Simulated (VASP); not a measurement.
Runs of VASP 6.6.1 on AlRu. The structure is that of space group Pm-3m (No. 221), or close to it. The cells are those of the table. 

```tsv
cell	gap on the mesh (eV)	pressure (GPa)
a = 3.031 Å, 2 atoms	none	-9.8
a = 3.069 Å, 2 atoms	none	-15.6
a = 3.107 Å, 2 atoms	none	(b)
a = 2.910 Å, 2 atoms	none	(a)
a = 2.867 Å, 2 atoms	none	32.3
```

Alike in all rows: task single point; level PBE+D4; potentials or basis VASP PAW PBE potentials, release 64 (Al, Ru_pv); no spin polarisation; k mesh 8 × 8 × 8; cutoff (eV) 520; smearing gaussian 0.01 eV.

Problem. Fill in the values left out.

Solution. (a) 18.0; (b) -20.6.

Caveats: pairwise dispersion overbinds metals, which lowers pressure and volume.

A k mesh can miss the band edges, and the runs leave out spin-orbit coupling on Ru.

A gap of «none» marks levels without a gap at the run's occupations.
